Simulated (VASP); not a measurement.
A run of VASP 6.6.1:

File INCAR:

```
SYSTEM = Ca
ALGO = Normal ; EDIFF = 1E-7
ENCUT = 520 ; GGA = PE
ISIF = 2 ; ISMEAR = 0
LASPH = .TRUE. ; LCHARG = .FALSE.
LREAL = .FALSE. ; LWAVE = .FALSE.
NBANDS = 17 ; NELM = 60
PREC = Accurate ; SIGMA = 0.1
```

File KPOINTS:

```
k-points
0
G
  4 4 4
  0 0 0
```

POSCAR

```
Ca
1.0
    4.6160042337      0.0000000000      0.0000000000
    0.0000000000      4.6160042337      0.0000000000
    0.0000000000      0.0000000000      4.0059159672
Ca
2
Direct
    0.5000000000      0.0000000000      0.2502806291
    0.0000000000      0.5000000000      0.7497193709
```

Potentials or basis: VASP PAW PBE potentials, release 64 (Ca_sv).

The run is started by

```sh
$ cat potpaw_PBE.64/Ca_sv/POTCAR > POTCAR
$ mpirun -np 1 vasp_std > vasp.out
```

Hardware: 1 thread of Intel(R) Xeon(R) Platinum 8375C CPU @ 2.90GHz (Ice Lake) (shared host).

Question: How long does it take, and how much memory?

Answer: Wall time 27 s on 1 thread of Intel(R) Xeon(R) Platinum 8375C CPU @ 2.90GHz (Ice Lake) (shared host), peak memory 0.18 GiB. Counts: scf iterations 12, k points 18.
